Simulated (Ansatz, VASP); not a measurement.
CaO: VASP beside Ansatz

Contents of INCAR:

```
SYSTEM = CaO
ALGO = Normal ; EDIFF = 1E-7
ENCUT = 520 ; GGA = PS
ISIF = 2 ; ISMEAR = 0
LASPH = .TRUE. ; LCHARG = .FALSE.
LREAL = .FALSE. ; LWAVE = .FALSE.
NBANDS = 15 ; NELM = 80
PREC = Accurate ; SIGMA = 0.01
```

File KPOINTS:

```
k-points
0
G
  8 8 8
  0 0 0
```

The input POSCAR:

```
CaO
1.0
    2.4074120231      2.4074120231      0.0000000000
   -2.4074120231      2.4074120231      0.0000000000
    0.0000000000      2.4074120231      2.3713732647
Ca O
1 1
Direct
    0.0000000000      0.0000000000      0.0000000000
    0.5000000000      0.5000000000      0.0000000000
```

Input for Ansatz:

```yaml
crystal:
  lattice:
    - [2.40741202307, 2.40741202307, 0.0]
    - [-2.40741202307, 2.40741202307, 0.0]
    - [0.0, 2.40741202307, 2.37137326469]
  atoms:
    - { symbol: Ca, position: [0.0, 0.0, 0.0] }
    - { symbol: O, position: [0.5, 0.5, 0.0] }
kpoints:
  mp_grid: { grid: [8, 8, 8] }
scf:
  occupations: { method: fixed }
  convergence: { dr2_threshold: 1.0e-10 }
hamiltonian:
  xc: pbesol
  pseudopotentials: { kind: all_electron, lapw: { basis_error: 0.0005 } }
output:
  forces: true
  stress: true
  eigenstates:
    kpoints:
      - [0.0, 0.0, 0.0]
      - [-0.5, 0.5, 0.0]
      - [-0.5, -0.5, -0.5]
      - [0.0, 0.0, -0.5]
      - [0.0, -0.5, -0.5]
      - [0.0, 0.5, 0.0]
      - [-0.5, 0.0, 0.0]
      - [-0.5, 0.0, -0.5]
  eigenvalues: true
```

Change from the starting cell: film at in-plane strain +0.01.

Alike in both runs: task single point; functional PBEsol; k mesh 8 × 8 × 8; no spin polarisation.

|  | VASP | Ansatz |
| --- | --- | --- |
| version | VASP 6.6.1 | Ansatz 0.2.0 |
| potentials or method | VASP PAW PBE potentials, release 64 (Ca_sv, O), cutoff 520 eV | all-electron LAPW, scalar-relativistic |
| occupations | gaussian, width 0.01 eV | fixed |

```tsv
	VASP	Ansatz	Ansatz less VASP
gap on the k mesh at the Fermi level (eV)	3.47	3.49	+0.019
pressure (GPa)	-1.0	-1.6	-0.61
traceless stress, the component that is largest in VASP (GPa)	1.68	1.60	-0.073
```

VASP's potentials were made for PBE, not for PBEsol. Ansatz ran all-electron here, and VASP with PAW potentials.
